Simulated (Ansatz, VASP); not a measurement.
## Two plane-wave programs on BiB

The input INCAR:

```
ALGO = Normal
EDIFF = 1E-7
EDIFFG = -0.005
ENCUT = 600
GGA = PE
IBRION = 2
ISIF = 3
ISMEAR = -1
LASPH = T
LCHARG = F
LREAL = F
LWAVE = F
NELM = 100
NSW = 100
PREC = Accurate
SIGMA = 0.05
```

The input KPOINTS:

```
k-points
0
Gamma
  12 12 12
```

File POSCAR:

```
BiB
1.0
    0.0000000000      2.4112715217      2.4112715217
    2.4112715217      0.0000000000      2.4112715217
    2.4112715217      2.4112715217      0.0000000000
B Bi
1 1
Direct
    0.0000000000      0.0000000000      0.0000000000
    0.5000000000      0.5000000000      0.5000000000
```

Input for Ansatz:

```yaml
crystal:
  lattice:
    - [0.0, 2.4112715217, 2.4112715217]
    - [2.4112715217, 0.0, 2.4112715217]
    - [2.4112715217, 2.4112715217, 0.0]
  atoms:
    - { symbol: B, position: [0.0, 0.0, 0.0] }
    - { symbol: Bi, position: [0.5, 0.5, 0.5] }
kpoints:
  mp_grid: { grid: [12, 12, 12] }
scf:
  occupations: { method: fermi_dirac, width: 0.05 }
hamiltonian:
  xc: pbe
  pseudopotentials: { kind: paw }
output:
  forces: true
  stress: true
relax:
  f_tol: 0.005
  max_steps: 80
  cell: {}
```

Alike in both runs: task relaxation of cell and atoms; functional PBE; k mesh 12 × 12 × 12; occupations fermi-dirac, width 0.05 eV; no spin polarisation.

```csv
,VASP,Ansatz
version,VASP 6.6.1,Ansatz 0.2.0
potentials or method,"VASP PAW PBE potentials, release 64 (B, Bi_d)","PAW with Ansatz's default frozen-core files, scalar-relativistic"
plane-wave cutoff (eV),600,420
valence electrons in the cell,18,18
```

|  | VASP | Ansatz | Ansatz less VASP |
| --- | --- | --- | --- |
| relaxed volume (Å³/atom) | 18.37 | 18.36 | -0.009 |
| relaxed cell length with the largest relative difference (Å) | 3.731 | 3.731 | -0.0006 |

Spin-orbit coupling is off throughout. Noted on VASP's run: the volume moved by over 15 % at a fixed basis, so the end points are rough.
